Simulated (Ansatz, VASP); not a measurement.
Two plane-wave programs on LiH

```
Li H
1.0
     0.00000    1.99517    1.99517
     1.99517    0.00000    1.99517
     1.99517    1.99517    0.00000
Li H
1 1
Direct
  0.00000 0.00000 0.00000
  0.50000 0.50000 0.50000
```

Alike in both runs: task single point; functional r2SCAN0; k mesh 6 × 6 × 6; occupations methfessel-paxton of order 1, width 0.01 eV; no spin polarisation.

```csv
,VASP,Ansatz
version,VASP 6.6.1,Ansatz 0.2.0
potentials or method,"VASP PAW PBE potentials, release 64 (Li_sv, H)",JTH PAW
plane-wave cutoff (eV),520,1170
valence electrons in the cell,4,4
```

Ansatz gave:

```
gap on the k mesh at the Fermi level (eV) : 5.11
least direct gap on the mesh (eV)         : 5.11
```

Task: Which values does VASP return?

Result: gap on the k mesh at the Fermi level (eV): 5.14; least direct gap on the mesh (eV): 5.14.

VASP's potentials were made for PBE, not for r2SCAN0.

The k mesh is coarse, so the values compare programs but aren't converged. Noted on VASP's run: the cutoff is under 1.25 times that of the potentials, so the pressure is a little rough.
